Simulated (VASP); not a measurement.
# Si4W2O in VASP: single point with PBE

Aim: the single point of Si4W2O with PBE.

All numbers are computed with VASP 6.6.1; they aren't measurements. Logs are shortened: lines on timing, memory, paths and dates and some standing lists are left out, and cuts for length are marked.

## Step 1: The cell of the first run

The cell holds a slab with vacuum, 7 atoms: a = 3.229 Å, b = 3.229 Å, c = 21.937 Å, α = 90.00°, β = 90.00°, γ = 90.00°.

## Step 2: Single point, PBE

INCAR

```
PREC = Accurate
ENCUT = 520
EDIFF = 1E-6
ISMEAR = 0
SIGMA = 0.1
LREAL = F
LASPH = T
NELM = 120
ALGO = Normal
ISIF = 2
LWAVE = F
LCHARG = F
LDIPOL = T
IDIPOL = 3
DIPOL = 0.5 0.5 0.357
GGA = PE
NBANDS = 34
GGA_COMPAT = F
NELMDL = -8
```

KPOINTS

```
regular mesh
0
Gamma
  8 8 1
```

POSCAR

```
Si4W2O
1.0
    3.2292919633      0.0000000000      0.0000000000
    0.0000000000      3.2292919633      0.0000000000
    0.0000000000      0.0000000000     21.9372962574
Si W O
4 2 1
Direct
    0.0000000000      0.0000000000      0.1823378758
    0.0000000000      0.0000000000      0.3009901013
    0.5000000000      0.5000000000      0.3590107504
    0.5000000000      0.5000000000      0.4757786071
    0.5000000000      0.5000000000      0.2416639885
    0.0000000000      0.0000000000      0.4178382289
    0.6250000000      0.8750000000      0.5219232155
```

Potentials or basis: VASP PAW PBE potentials, release 64 (Si, W_sv, O).

Launch:

```console
$ cat potpaw_PBE.64/Si/POTCAR potpaw_PBE.64/W_sv/POTCAR potpaw_PBE.64/O/POTCAR > POTCAR
$ mpirun -np 1 vasp_std > vasp.out
```

OUTCAR:

```text
PREC = Accurate
   ENCUT = 520
   EDIFF = 1E-6
   ISMEAR = 0
   LREAL = F
   LASPH = T
   NELM = 120
   ISIF = 2
   GGA = PE
   NELMDL = -8

 ion  position               nearest neighbor table
   1  0.000  0.000  0.182-   2 2.60   5 2.63   5 2.63   5 2.63   5 2.63
   2  0.000  0.000  0.301-   6 2.56   1 2.60   3 2.61   3 2.61   3 2.61   3 2.61   5 2.63   5 2.63
                             5 2.63   5 2.63
   3  0.500  0.500  0.359-   4 2.56   5 2.57   2 2.61   2 2.61   2 2.61   2 2.61   6 2.62   6 2.62
                             6 2.62   6 2.62
   4  0.500  0.500  0.476-   7 1.63   7 2.29   3 2.56   6 2.61   6 2.61   6 2.61   6 2.61
   5  0.500  0.500  0.242-   3 2.57   1 2.63   1 2.63   1 2.63   1 2.63   2 2.63   2 2.63   2 2.63
                             2 2.63
   6  0.000  0.000  0.418-   2 2.56   4 2.61   4 2.61   4 2.61   4 2.61   7 2.62   3 2.62   3 2.62
                             3 2.62   3 2.62
   7  0.625  0.875  0.522-   4 1.63   4 2.29   6 2.62

  LATTYP: Found a simple tetragonal cell.
 ALAT       =     3.2292919633
 C/A-ratio  =     6.7932217052

  Lattice vectors:

 A1 = (   3.2292919633,   0.0000000000,   0.0000000000)
 A2 = (   0.0000000000,   3.2292919633,   0.0000000000)
 A3 = (   0.0000000000,   0.0000000000,  21.9372962574)

Analysis of symmetry for initial positions (statically):
=====================================================================
 Subroutine PRICEL returns:
 Original cell was already a primitive cell.

 Routine SETGRP: Setting up the symmetry group for a
 simple tetragonal supercell.

 Subroutine GETGRP returns: Found  1 space group operations
 (whereof  1 operations were pure point group operations)
 out of a pool of 16 trial point group operations.

The static configuration has the point symmetry C_1 .

Analysis of symmetry for dynamics (positions and initial velocities):
=====================================================================
 Subroutine PRICEL returns:
 Original cell was already a primitive cell.

 Routine SETGRP: Setting up the symmetry group for a
 simple tetragonal supercell.

 Subroutine GETGRP returns: Found  1 space group operations
 (whereof  1 operations were pure point group operations)
 out of a pool of 16 trial point group operations.

The dynamic configuration has the point symmetry C_1 .

 Subroutine INISYM returns: Found  1 space group operations
 (whereof  1 operations are pure point group operations),
 and found     1 'primitive' translations

----------------------------------------------------------------------------------------

                                     Primitive cell

  volume of cell :     228.7693

  direct lattice vectors                    reciprocal lattice vectors
     3.229291963  0.000000000  0.000000000     0.309665404  0.000000000  0.000000000
     0.000000000  3.229291963  0.000000000     0.000000000  0.309665404  0.000000000
     0.000000000  0.000000000 21.937296257     0.000000000  0.000000000  0.045584469

  length of vectors
     3.229291963  3.229291963 21.937296257     0.309665404  0.309665404  0.045584469

  position of ions in fractional coordinates (direct lattice)
     0.000000000  0.000000000  0.182337876
     0.000000000  0.000000000  0.300990101
     0.500000000  0.500000000  0.359010750
     0.500000000  0.500000000  0.475778607
     0.500000000  0.500000000  0.241663989
     0.000000000  0.000000000  0.417838229
     0.625000000  0.875000000  0.521923216

  ion indices of the primitive-cell ions
   primitive index   ion index
                 1           1
                 2           2
                 3           3
                 4           4
                 5           5
                 6           6
                 7           7

----------------------------------------------------------------------------------------

 KPOINTS: regular mesh

Automatic generation of k-mesh.
 Grid dimensions read from file:
 generate k-points for:    8    8    1

 Generating k-lattice:

  Cartesian coordinates                     Fractional coordinates (reciprocal lattice)
     0.038708175  0.000000000  0.000000000     0.125000000  0.000000000  0.000000000
     0.000000000  0.038708175  0.000000000     0.000000000  0.125000000  0.000000000
     0.000000000  0.000000000  0.045584469     0.000000000  0.000000000  1.000000000

  Length of vectors
     0.038708175  0.038708175  0.045584469

  Shift w.r.t. Gamma in fractional coordinates (k-lattice)
     0.000000000  0.000000000  0.000000000

 Subroutine IBZKPT returns following result:
 ===========================================

 Found     34 irreducible k-points:

 Following reciprocal coordinates:
            Coordinates               Weight
  0.000000  0.000000  0.000000      1.000000
  0.125000  0.000000  0.000000      2.000000
  0.000000  0.125000  0.000000      2.000000
  0.250000  0.000000  0.000000      2.000000
  0.000000  0.250000  0.000000      2.000000
  0.375000  0.000000  0.000000      2.000000
[... 16 lines left out ...]
 -0.250000  0.250000  0.000000      2.000000
  0.375000  0.250000  0.000000      2.000000
 [... further k-points ...]
   k-points           NKPTS =     34   k-points in BZ     NKDIM =     34   number of bands    NBANDS=     34
   number of dos      NEDOS =    301   number of ions     NIONS =      7
   total plane-waves  NPLWV =  96768
   dimension x,y,z NGX =    24 NGY =   24 NGZ =  168
   dimension x,y,z NGXF=    48 NGYF=   48 NGZF=  336
   ions per type =               4   2   1
   NGX,Y,Z   is equivalent  to a cutoff of  12.36, 12.36, 12.73 a.u.
   NGXF,Y,Z  is equivalent  to a cutoff of  24.71, 24.71, 25.46 a.u.
 SYSTEM =  unknown system
   PREC   = accura    normal or accurate (medium, high low for compatibility)
   ISTART =      0    job   : 0-new  1-cont  2-samecut
   ICHARG =      2    charge: 1-file 2-atom 10-const
   ISPIN  =      1    spin polarized calculation?
   LNONCOLLINEAR =      F non collinear calculations
   LSORBIT =      F    spin-orbit coupling
   LASPH  =      T    aspherical Exc in radial PAW
   ENCUT  =  520.0 eV  38.22 Ry    6.18 a.u.   6.00  6.00 40.79*2*pi/ulx,y,z
   NELM   =    120;   NELMIN=  2; NELMDL= -8     # of ELM steps
   EDIFF  = 0.1E-05   stopping-criterion for ELM
   LREAL  =      F    real-space projection
   EDIFFG = 0.1E-04   stopping-criterion for IOM
   NSW    =      0    number of steps for IOM
   IBRION =     -1    ionic relax: 0-MD 1-quasi-New 2-CG
   NFREE  =      0    steps in history (QN), initial steepest desc. (CG)
   ISIF   =      2    stress and relaxation
   ISYM   =      2    0-nonsym 1-usesym 2-fastsym
   POTIM  = 0.5000    time-step for ionic-motion
   TEBEG  =    0.0;   TEEND  =   0.0 temperature during run
   PSTRESS=    0.0 pullay stress
   NELECT =      50.0000    total number of electrons
   NUPDOWN=      -1.0000    fix difference up-down
   EMIN   =  10.00;   EMAX   =-10.00  energy-range for DOS
   EFERMI =   0.00;   METHOD = LEGACY
   ISMEAR =     0;   SIGMA  =   0.10  broadening in eV -4-tet -1-fermi 0-gaus
   EFERMI_NEDOS =   21; number of points for ismear=-14 and -15
   IALGO  =     38    algorithm
   IMIX   =      4    mixing-type and parameters
     AMIX     =   0.40;   BMIX     =  1.00
     AMIX_MAG =   1.60;   BMIX_MAG =  1.00
  volume/ion in A,a.u.               =      32.68       220.54
  Fermi-wavevector in a.u.,A,eV,Ry     =   0.986126  1.863507 13.230901  0.972444
  Thomas-Fermi vector in A             =   2.117483
   LORBIT       =      0    0 simple, 1 ext, 2 COOP (PROOUT), +10 PAW based schemes
   GGA     = PE    functional components
   LHFCALC =     F    Hartree Fock is set to
   AEXX    =    0.0000 exact exchange contribution
   IVDW    =     0    specifies the selected vdW correction
   LEPSILON=     F    determine dielectric tensor
   LRPA    =     F    only Hartree local field effects (RPA)
 non-spin polarized calculation
 Gauss-broadening in eV      SIGMA  =   0.10
  energy-cutoff  :      520.00
  volume of cell :      228.77
 maximum number of plane-waves:      6214
   NGX = 13   NGY = 13   NGZ = 81

 dipolmoment           0.000000      0.000000     -0.929567 electrons x Angstroem

 number of electron      49.9999991 magnetization

 dipolmoment           0.000000      0.000000      0.117867 electrons x Angstroem

 Free energy of the ion-electron system (eV)
  ---------------------------------------------------
  ext. energy  EPLUGINS =         0.00000000
  ---------------------------------------------------
  free energy    TOTEN  =       -53.85113112 eV

  energy without entropy =      -53.83848815  energy(sigma->0) =      -53.84480963

 E-fermi :   0.8978     XC(G=0):  -5.6776

 val. band max:        0.8836094711   @ k =  -0.1250   0.5000   0.0000
 cond. band min:       0.9301715313   @ k =   0.5000   0.1250   0.0000
 fundamental gap:      0.0465620602
 Fermi energy:         0.8978159271

 k-point     1 :       0.0000    0.0000    0.0000
  band No.  band energies     occupation
      1     -72.8906      2.00000
      2     -72.8126      2.00000
      3     -37.2372      2.00000
      4     -37.1118      2.00000
      5     -37.0690      2.00000
      6     -37.0254      2.00000
[... 26 lines left out ...]
     33       5.1558      0.00000
     34       5.3166      0.00000

 k-point     2 :       0.1250    0.0000    0.0000
  band No.  band energies     occupation
      1     -72.8896      2.00000
      2     -72.8116      2.00000
      3     -37.2364      2.00000
      4     -37.1090      2.00000
      5     -37.0659      2.00000
      6     -37.0530      2.00000
[... 26 lines left out ...]
     33       5.4016      0.00000
     34       5.4756      0.00000
[... 775 lines left out ...]
     33       5.2059      0.00000
     34       5.7631      0.00000

 k-point    24 :       0.3750    0.2500    0.0000
  band No.  band energies     occupation
      1     -72.8813      2.00000
      2     -72.8033      2.00000
      3     -37.2634      2.00000
      4     -37.1841      2.00000
      5     -37.1803      2.00000
      6     -37.1393      2.00000
[... 26 lines left out ...]
     33       5.2392      0.00000
     34       5.7727      0.00000

 [... further k-points ...]

------------------------ aborting loop because EDIFF is reached ----------------------------------------

 vacuum level on the upper side and lower side of the slab       (xc-potential included)         0.832        -1.013

  FORCE on cell =-STRESS in cart. coord.  units (eV):
  Direction    XX          YY          ZZ          XY          YZ          ZX
  --------------------------------------------------------------------------------------
  -------------------------------------------------------------------------------------
  Total        0.1056568     -3.9546284      0.1145292     -0.2411344     -0.6851053      0.7970563
  in kB        0.7399632    -27.6960947      0.8021011     -1.6887757     -4.7981099      5.5821545
  external PRESSURE =      -8.7180101 kB  Pullay stress =       0.0000000 kB

 VOLUME and BASIS-vectors are now :
 -----------------------------------------------------------------------------
  energy-cutoff  :      520.00
  volume of cell :      228.77
      direct lattice vectors                 reciprocal lattice vectors
     3.229291963  0.000000000  0.000000000     0.309665404  0.000000000  0.000000000
     0.000000000  3.229291963  0.000000000     0.000000000  0.309665404  0.000000000
     0.000000000  0.000000000 21.937296257     0.000000000  0.000000000  0.045584469

 POSITION                                       TOTAL-FORCE (eV/Angst)
 -----------------------------------------------------------------------------------
      0.00000      0.00000      4.00000        -0.047787     -0.016644      0.358846
      0.00000      0.00000      6.60291         0.072868      0.035395     -0.365389
      1.61465      1.61465      7.87573        -0.098631     -0.171908     -0.031351
      1.61465      1.61465     10.43730         0.002164     -1.272147      0.531934
      1.61465      1.61465      5.30145         0.076337      0.016442     -0.049491
      0.00000      0.00000      9.16624        -0.400309      1.067592     -0.518723
      2.01831      2.82563     11.44958         0.395358      0.341269      0.074174
 -----------------------------------------------------------------------------------
    total drift:                               -0.000096     -0.000113     -0.000516

  FREE ENERGIE OF THE ION-ELECTRON SYSTEM (eV)
  ---------------------------------------------------
  free  energy   TOTEN  =       -53.8511311229 eV

  energy  without entropy=      -53.8384881467  energy(sigma->0) =      -53.84480963

 vacuum level on the upper side and lower side of the slab         7.345         5.423
```

Run time: 14 min. Hardware: 1 thread of Intel Xeon 8259CL, shared host; peak memory 0.45 GiB.

What came out:

* Free energy: -53.8511 eV
* Largest force: 1.379 eV/Å
* Band gap on the k mesh: zero (bands 25 and 26 overlap by 0.86 eV)

Forces in eV/Å, atoms in the order of the input:
```
Si  -0.048 -0.017  0.359
Si   0.073  0.035 -0.365
Si  -0.099 -0.172 -0.031
Si   0.002 -1.272  0.532
W    0.076  0.016 -0.049
W   -0.400  1.068 -0.519
O    0.395  0.341  0.074
```

Caveat: spin-orbit coupling is left out, which moves the levels of the heavy elements.
